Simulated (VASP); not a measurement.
# B33N32 (a cell with a defect) in VASP: settings compared

Aim: see how the results for B33N32 (a cell with a defect) move with the level of theory and the settings. Levels: PBEsol, HSE06. Tasks: single point.

Everything below comes from runs of VASP 6.6.1. Logs are shortened: lines on timing, memory, paths and dates and some standing lists are left out, and cuts for length are marked.

**1. The cell of the first run**

The cell holds a defect, 65 atoms: a = 7.212 Å, b = 7.212 Å, c = 7.212 Å, α = 90.00°, β = 90.00°, γ = 90.00°.

**2. Single point, PBEsol**

The input, INCAR:

```
PREC = Accurate
ENCUT = 520
EDIFF = 1E-6
ISMEAR = -1
SIGMA = 0.05
LREAL = Auto
LASPH = True
NELM = 120
ALGO = Normal
ISIF = 2
LWAVE = False
LCHARG = False
GGA = PS
NBANDS = 168
NELECT = 258.0
GGA_COMPAT = False
```

The input, KPOINTS:

```
Automatic mesh
0
Gamma
  1 1 1
```

The input, POSCAR:

```
B33N32
1.0
    7.2115910000      0.0000000000      0.0000000000
    0.0000000000      7.2115910000      0.0000000000
    0.0000000000      0.0000000000      7.2115910000
B N
33 32
Direct
    0.9997000000      0.9996720000      0.9991760000
    0.9994090000      0.9993800000      0.5011250000
    0.9994070000      0.5016220000      0.9988840000
    0.9998820000      0.5055820000      0.5050890000
    0.5016490000      0.9993800000      0.9988830000
    0.5056160000      0.9998520000      0.5050930000
    0.5056160000      0.5055860000      0.9993570000
    0.4577680000      0.4577400000      0.4572460000
    0.2472200000      0.2471910000      0.9949320000
    0.2469100000      0.2468900000      0.5317060000
    0.2523290000      0.7539110000      0.9978840000
    0.2518890000      0.7555770000      0.5029350000
    0.7539370000      0.2523000000      0.9978850000
    0.7556040000      0.2518580000      0.5029350000
    0.7517290000      0.7517000000      0.0000760000
    0.7486900000      0.7486610000      0.5059960000
    0.2472160000      0.9954240000      0.2466920000
    0.2523290000      0.9983820000      0.7534150000
    0.2469110000      0.5322040000      0.2463950000
    0.2518880000      0.5034290000      0.7550820000
    0.7539390000      0.9983790000      0.2518060000
    0.7517300000      0.0005730000      0.7512060000
    0.7556050000      0.5034280000      0.2513650000
    0.7486930000      0.5064870000      0.7481700000
    0.9954520000      0.2471900000      0.2466970000
    0.9984080000      0.2523010000      0.7534160000
    0.9984060000      0.7539100000      0.2518040000
    0.0006010000      0.7517000000      0.7512050000
    0.5322310000      0.2468860000      0.2463920000
    0.5034560000      0.2518610000      0.7550830000
    0.5034580000      0.7555770000      0.2513640000
    0.5065150000      0.7486650000      0.7481710000
    0.3210530000      0.3210240000      0.3205170000
    0.1242700000      0.1242430000      0.1237490000
    0.1225810000      0.1225540000      0.6311370000
    0.1225790000      0.6316320000      0.1220600000
    0.1285830000      0.6271840000      0.6266870000
    0.6316610000      0.1225530000      0.1220580000
    0.6272130000      0.1285550000      0.6266930000
    0.6272150000      0.6271850000      0.1280600000
    0.6327410000      0.6327110000      0.6322230000
    0.3717080000      0.3716810000      0.1211650000
    0.3725710000      0.3725440000      0.6376250000
    0.3769540000      0.8771750000      0.1245720000
    0.3774960000      0.8783520000      0.6265530000
    0.8772040000      0.3769250000      0.1245740000
    0.8783800000      0.3774650000      0.6265510000
    0.8763210000      0.8762910000      0.1263640000
    0.8777790000      0.8777510000      0.6264140000
    0.3717080000      0.1216540000      0.3711770000
    0.3769530000      0.1250700000      0.8766810000
    0.3725730000      0.6381190000      0.3720500000
    0.3774950000      0.6270480000      0.8778550000
    0.8772050000      0.1250680000      0.3764310000
    0.8763180000      0.1268600000      0.8757970000
    0.8783780000      0.6270440000      0.3769730000
    0.8777800000      0.6269100000      0.8772550000
    0.1216920000      0.3716730000      0.3711820000
    0.1250990000      0.3769260000      0.8766820000
    0.1250970000      0.8771740000      0.3764280000
    0.1268890000      0.8762910000      0.8757960000
    0.6381480000      0.3725430000      0.3720490000
    0.6270780000      0.3774660000      0.8778570000
    0.6270780000      0.8783480000      0.3769740000
    0.6269380000      0.8777510000      0.8772550000
```

Potentials or basis: VASP PAW PBE potentials, release 64 (B, N).

The run is started by

```sh
cat potpaw_PBE.64/B/POTCAR potpaw_PBE.64/N/POTCAR > POTCAR
mpirun -np 1 vasp_gam > vasp.out
```

OUTCAR:

```text
PREC = Accurate
   ENCUT = 520
   EDIFF = 1E-6
   ISMEAR = -1
   LREAL = Auto
   LASPH = True
   NELM = 120
   ISIF = 2
   GGA = PS
   NELECT = 258.0

 ion  position               nearest neighbor table
   1  1.000  1.000  0.999-  34 1.56  48 1.56  55 1.56  61 1.56
   2  0.999  0.999  0.501-  49 1.53  54 1.55  60 1.55  35 1.57
   3  0.999  0.502  0.999-  57 1.53  46 1.55  59 1.55  36 1.57
   4  1.000  0.506  0.505-  47 1.55  56 1.55  37 1.55  58 1.62
   5  0.502  0.999  0.999-  65 1.53  51 1.55  44 1.55  38 1.57
   6  0.506  1.000  0.505-  45 1.55  64 1.55  39 1.55  50 1.62
   7  0.506  0.506  0.999-  63 1.55  53 1.55  40 1.55  42 1.62
   8  0.458  0.458  0.457-  52 1.56  43 1.56  62 1.56  33 1.71
   9  0.247  0.247  0.995-  51 1.54  59 1.54  34 1.56  42 1.56
  10  0.247  0.247  0.532-  35 1.46  43 1.49  33 1.70  58 1.72  50 1.72
  11  0.252  0.754  0.998-  61 1.54  53 1.55  44 1.56  36 1.57
  12  0.252  0.756  0.503-  52 1.54  45 1.55  60 1.56  37 1.56
  13  0.754  0.252  0.998-  55 1.54  63 1.55  46 1.56  38 1.57
  14  0.756  0.252  0.503-  62 1.54  47 1.55  54 1.56  39 1.56
  15  0.752  0.752  0.000-  57 1.56  65 1.56  48 1.56  40 1.57
  16  0.749  0.749  0.506-  41 1.49  49 1.58  64 1.58  56 1.58
  17  0.247  0.995  0.247-  60 1.54  44 1.54  34 1.56  50 1.56
  18  0.252  0.998  0.753-  61 1.54  45 1.55  51 1.56  35 1.57
  19  0.247  0.532  0.246-  36 1.46  52 1.49  33 1.70  58 1.72  42 1.72
  20  0.252  0.503  0.755-  43 1.54  53 1.55  59 1.56  37 1.56
  21  0.754  0.998  0.252-  48 1.54  64 1.55  54 1.56  38 1.57
  22  0.752  0.001  0.751-  65 1.56  49 1.56  55 1.56  39 1.57
  23  0.756  0.503  0.251-  62 1.54  56 1.55  46 1.56  40 1.56
  24  0.749  0.506  0.748-  41 1.49  57 1.58  63 1.58  47 1.58
  25  0.995  0.247  0.247-  54 1.54  46 1.54  34 1.56  58 1.56
  26  0.998  0.252  0.753-  55 1.54  47 1.55  59 1.56  35 1.57
  27  0.998  0.754  0.252-  48 1.54  56 1.55  60 1.56  36 1.57
  28  0.001  0.752  0.751-  57 1.56  49 1.56  61 1.56  37 1.57
  29  0.532  0.247  0.246-  38 1.46  62 1.49  33 1.70  50 1.72  42 1.72
  30  0.503  0.252  0.755-  43 1.54  63 1.55  51 1.56  39 1.56
  31  0.503  0.756  0.251-  52 1.54  64 1.55  44 1.56  40 1.56
  32  0.507  0.749  0.748-  41 1.49  65 1.58  53 1.58  45 1.58
  33  0.321  0.321  0.321-  42 1.53  58 1.53  50 1.53  29 1.70  19 1.70  10 1.70   8 1.71
  34  0.124  0.124  0.124-   1 1.56  17 1.56  25 1.56   9 1.56
  35  0.123  0.123  0.631-  10 1.46  18 1.57  26 1.57   2 1.57
  36  0.123  0.632  0.122-  19 1.46  27 1.57  11 1.57   3 1.57
  37  0.129  0.627  0.627-   4 1.55  12 1.56  20 1.56  28 1.57
  38  0.632  0.123  0.122-  29 1.46  13 1.57  21 1.57   5 1.57
  39  0.627  0.129  0.627-   6 1.55  14 1.56  30 1.56  22 1.57
  40  0.627  0.627  0.128-   7 1.55  23 1.56  31 1.56  15 1.57
  41  0.633  0.633  0.632-  24 1.49  16 1.49  32 1.49
  42  0.372  0.372  0.121-  33 1.53   9 1.56   7 1.62  29 1.72  19 1.72
  43  0.373  0.373  0.638-  10 1.49  20 1.54  30 1.54   8 1.56
  44  0.377  0.877  0.125-  17 1.54   5 1.55  11 1.56  31 1.56
  45  0.377  0.878  0.627-   6 1.55  12 1.55  18 1.55  32 1.58
  46  0.877  0.377  0.125-  25 1.54   3 1.55  13 1.56  23 1.56
  47  0.878  0.377  0.627-   4 1.55  14 1.55  26 1.55  24 1.58
  48  0.876  0.876  0.126-  27 1.54  21 1.54   1 1.56  15 1.56
  49  0.878  0.878  0.626-   2 1.53  22 1.56  28 1.56  16 1.58
  50  0.372  0.122  0.371-  33 1.53  17 1.56   6 1.62  29 1.72  10 1.72
  51  0.377  0.125  0.877-   9 1.54   5 1.55  18 1.56  30 1.56
  52  0.373  0.638  0.372-  19 1.49  12 1.54  31 1.54   8 1.56
  53  0.377  0.627  0.878-   7 1.55  20 1.55  11 1.55  32 1.58
  54  0.877  0.125  0.376-  25 1.54   2 1.55  21 1.56  14 1.56
  55  0.876  0.127  0.876-  13 1.54  26 1.54   1 1.56  22 1.56
  56  0.878  0.627  0.377-   4 1.55  23 1.55  27 1.55  16 1.58
  57  0.878  0.627  0.877-   3 1.53  28 1.56  15 1.56  24 1.58
  58  0.122  0.372  0.371-  33 1.53  25 1.56   4 1.62  10 1.72  19 1.72
  59  0.125  0.377  0.877-   9 1.54   3 1.55  26 1.56  20 1.56
  60  0.125  0.877  0.376-  17 1.54   2 1.55  27 1.56  12 1.56
  61  0.127  0.876  0.876-  11 1.54  18 1.54   1 1.56  28 1.56
  62  0.638  0.373  0.372-  29 1.49  23 1.54  14 1.54   8 1.56
  63  0.627  0.377  0.878-   7 1.55  30 1.55  13 1.55  24 1.58
  64  0.627  0.878  0.377-   6 1.55  31 1.55  21 1.55  16 1.58
  65  0.627  0.878  0.877-   5 1.53  22 1.56  15 1.56  32 1.58

  LATTYP: Found a simple cubic cell.
 ALAT       =     7.2115910000

  Lattice vectors:

 A1 = (   7.2115910000,   0.0000000000,   0.0000000000)
 A2 = (   0.0000000000,   7.2115910000,   0.0000000000)
 A3 = (   0.0000000000,   0.0000000000,   7.2115910000)

Analysis of symmetry for initial positions (statically):
=====================================================================
[... 196 lines left out ...]

  Shift w.r.t. Gamma in fractional coordinates (k-lattice)
     0.000000000  0.000000000  0.000000000

 Subroutine IBZKPT returns following result:
 ===========================================

 Found      1 irreducible k-points:

 Following reciprocal coordinates:
            Coordinates               Weight
  0.000000  0.000000  0.000000      1.000000
   k-points           NKPTS =      1   k-points in BZ     NKDIM =      1   number of bands    NBANDS=    168
   number of dos      NEDOS =    301   number of ions     NIONS =     65
   total plane-waves  NPLWV = 157464
   dimension x,y,z NGX =    54 NGY =   54 NGZ =   54
   dimension x,y,z NGXF=   108 NGYF=  108 NGZF=  108
   ions per type =              33  32
   NGX,Y,Z   is equivalent  to a cutoff of  12.45, 12.45, 12.45 a.u.
   NGXF,Y,Z  is equivalent  to a cutoff of  24.90, 24.90, 24.90 a.u.
 SYSTEM =  unknown system
   PREC   = accura    normal or accurate (medium, high low for compatibility)
   ISTART =      0    job   : 0-new  1-cont  2-samecut
   ICHARG =      2    charge: 1-file 2-atom 10-const
   ISPIN  =      1    spin polarized calculation?
   LNONCOLLINEAR =      F non collinear calculations
   LSORBIT =      F    spin-orbit coupling
   LASPH  =      T    aspherical Exc in radial PAW
   ENCUT  =  520.0 eV  38.22 Ry    6.18 a.u.  13.41 13.41 13.41*2*pi/ulx,y,z
   NELM   =    120;   NELMIN=  2; NELMDL= -5     # of ELM steps
   EDIFF  = 0.1E-05   stopping-criterion for ELM
   LREAL  =      T    real-space projection
   EDIFFG = 0.1E-04   stopping-criterion for IOM
   NSW    =      0    number of steps for IOM
   IBRION =     -1    ionic relax: 0-MD 1-quasi-New 2-CG
   NFREE  =      0    steps in history (QN), initial steepest desc. (CG)
   ISIF   =      2    stress and relaxation
   ISYM   =      2    0-nonsym 1-usesym 2-fastsym
   POTIM  = 0.5000    time-step for ionic-motion
   TEBEG  =    0.0;   TEEND  =   0.0 temperature during run
   PSTRESS=    0.0 pullay stress
   NELECT =     258.0000    total number of electrons
   NUPDOWN=      -1.0000    fix difference up-down
   EMIN   =  10.00;   EMAX   =-10.00  energy-range for DOS
   EFERMI =   0.00;   METHOD = LEGACY
   ISMEAR =    -1;   SIGMA  =   0.05  broadening in eV -4-tet -1-fermi 0-gaus
   EFERMI_NEDOS =   21; number of points for ismear=-14 and -15
   IALGO  =     38    algorithm
   IMIX   =      4    mixing-type and parameters
     AMIX     =   0.40;   BMIX     =  1.00
     AMIX_MAG =   1.60;   BMIX_MAG =  1.00
  volume/ion in A,a.u.               =       5.77        38.94
  Fermi-wavevector in a.u.,A,eV,Ry     =   1.445163  2.730963 28.415733  2.088497
  Thomas-Fermi vector in A             =   2.563376
   LORBIT       =      0    0 simple, 1 ext, 2 COOP (PROOUT), +10 PAW based schemes
   GGA     = PS    functional components
   LHFCALC =     F    Hartree Fock is set to
   AEXX    =    0.0000 exact exchange contribution
   IVDW    =     0    specifies the selected vdW correction
   LEPSILON=     F    determine dielectric tensor
   LRPA    =     F    only Hartree local field effects (RPA)
 non-spin polarized calculation
  energy-cutoff  :      520.00
  volume of cell :      375.05
 maximum number of plane-waves:      5030
 NGX is ok and might be reduce to    54
   NGX = 27   NGY = 27   NGZ = 27

 number of electron     258.0000003 magnetization

 Free energy of the ion-electron system (eV)
  ---------------------------------------------------
  ext. energy  EPLUGINS =         0.00000000
  ---------------------------------------------------
  free energy    TOTEN  =      -590.46471515 eV

  energy without entropy =     -590.46471515  energy(sigma->0) =     -590.46471515

 E-fermi :  10.0308     XC(G=0): -13.0941

 val. band max:        8.7466770271   @ k =   0.0000   0.0000   0.0000
 cond. band min:      11.6615729873   @ k =   0.0000   0.0000   0.0000
 fundamental gap:      2.9148959601
 Fermi energy:        10.0307830930

 k-point     1 :       0.0000    0.0000    0.0000
  band No.  band energies     occupation
      1     -13.2206      2.00000
      2     -11.6385      2.00000
      3     -11.1116      2.00000
      4     -11.1114      2.00000
      5     -10.8372      2.00000
      6     -10.8371      2.00000
[... 133 lines left out ...]
    140      15.1352      0.00000
    141      15.4136      0.00000
 [bands above 141 left out]

------------------------ aborting loop because EDIFF is reached ----------------------------------------

  FORCE on cell =-STRESS in cart. coord.  units (eV):
  Direction    XX          YY          ZZ          XY          YZ          ZX
  --------------------------------------------------------------------------------------
  -------------------------------------------------------------------------------------
  Total       13.0392925     13.0380088     13.0402760      3.7041187      3.7087078      3.7069555
  in kB       55.7020713     55.6965877     55.7062727     15.8234875     15.8430916     15.8356061
  external PRESSURE =      55.7016439 kB  Pullay stress =       0.0000000 kB

 VOLUME and BASIS-vectors are now :
 -----------------------------------------------------------------------------
  energy-cutoff  :      520.00
  volume of cell :      375.05
      direct lattice vectors                 reciprocal lattice vectors
     7.211591000  0.000000000  0.000000000     0.138665656  0.000000000  0.000000000
     0.000000000  7.211591000  0.000000000     0.000000000  0.138665656  0.000000000
     0.000000000  0.000000000  7.211591000     0.000000000  0.000000000  0.138665656

 POSITION                                       TOTAL-FORCE (eV/Angst)
 -----------------------------------------------------------------------------------
      7.20943      7.20923      7.20565         0.011124      0.011394      0.012606
      7.20733      7.20712      3.61391        -0.026479     -0.026811      0.019050
      7.20731      3.61749      7.20354        -0.026505      0.019146     -0.027104
      7.21074      3.64605      3.64250        -0.110915      0.075027      0.074653
      3.61769      7.20712      7.20354         0.019684     -0.026911     -0.027088
      3.64630      7.21052      3.64252         0.074168     -0.110806      0.073876
[... 57 lines left out ...]
      4.52223      6.33429      2.71858        -0.075869     -0.036959     -0.075799
      4.52122      6.32998      6.32640        -0.029561     -0.046609     -0.046095
 -----------------------------------------------------------------------------------
    total drift:                               -0.000558     -0.001281      0.001309

  FREE ENERGIE OF THE ION-ELECTRON SYSTEM (eV)
  ---------------------------------------------------
  free  energy   TOTEN  =      -590.4647151463 eV

  energy  without entropy=     -590.4647151463  energy(sigma->0) =     -590.46471515
```

Wall time 2 min (1 thread of Intel Xeon Platinum 8488C (Sapphire Rapids), shared host); peak memory 0.36 GiB.

Results:

- Free energy: -590.4647 eV
- Largest force: 0.913 eV/Å

Forces in eV/Å, atoms in the order of the input:
```
B    0.011  0.011  0.013
B   -0.026 -0.027  0.019
B   -0.027  0.019 -0.027
B   -0.111  0.075  0.075
B    0.020 -0.027 -0.027
B    0.074 -0.111  0.074
B    0.074  0.074 -0.111
B    0.527  0.527  0.528
B   -0.010 -0.010 -0.176
B   -0.118 -0.119  0.053
B    0.079  0.143 -0.020
B    0.036  0.177  0.089
B    0.144  0.079 -0.020
B    0.177  0.036  0.089
B    0.119  0.119  0.029
B    0.119  0.119  0.020
B   -0.009 -0.175 -0.009
B    0.078 -0.020  0.143
B   -0.118  0.054 -0.119
B    0.036  0.089  0.177
B    0.143 -0.021  0.079
B    0.118  0.029  0.118
B    0.178  0.089  0.037
B    0.119  0.019  0.118
B   -0.175 -0.010 -0.010
B   -0.020  0.078  0.143
B   -0.020  0.143  0.080
B    0.029  0.119  0.118
B    0.054 -0.119 -0.118
B    0.089  0.036  0.177
B    0.089  0.177  0.037
B    0.019  0.119  0.118
B   -0.417 -0.418 -0.415
N    0.026  0.025  0.024
N    0.055  0.055 -0.115
N    0.055 -0.115  0.055
N    0.007 -0.112 -0.111
N   -0.116  0.055  0.055
N   -0.112  0.007 -0.112
N   -0.112 -0.112  0.006
N   -0.065 -0.065 -0.067
N    0.084  0.084  0.311
N   -0.049 -0.049 -0.319
N   -0.069 -0.058 -0.067
N   -0.076 -0.037 -0.076
N   -0.058 -0.069 -0.067
N   -0.037 -0.076 -0.075
N   -0.060 -0.060 -0.075
N   -0.046 -0.047 -0.029
N    0.084  0.313  0.085
N   -0.069 -0.067 -0.058
N   -0.049 -0.319 -0.050
N   -0.076 -0.076 -0.037
N   -0.059 -0.067 -0.069
N   -0.059 -0.075 -0.060
N   -0.037 -0.075 -0.076
N   -0.047 -0.030 -0.046
N    0.311  0.085  0.085
N   -0.067 -0.069 -0.058
N   -0.067 -0.058 -0.068
N   -0.075 -0.060 -0.060
N   -0.319 -0.049 -0.049
N   -0.076 -0.076 -0.038
N   -0.076 -0.037 -0.076
N   -0.030 -0.047 -0.046
```

Caveat: the k points lie up to 0.87 Å⁻¹ apart, too coarse for converged energies, forces and pressures; the cell carries a net charge on a neutralising background, which shifts energy and pressure; the cell is charged against a uniform background, so pressure and absolute levels hang on convention; the PAW data sets were made with another functional, which shifts forces and pressure a little.

(Part 1 of 2 ends here.)
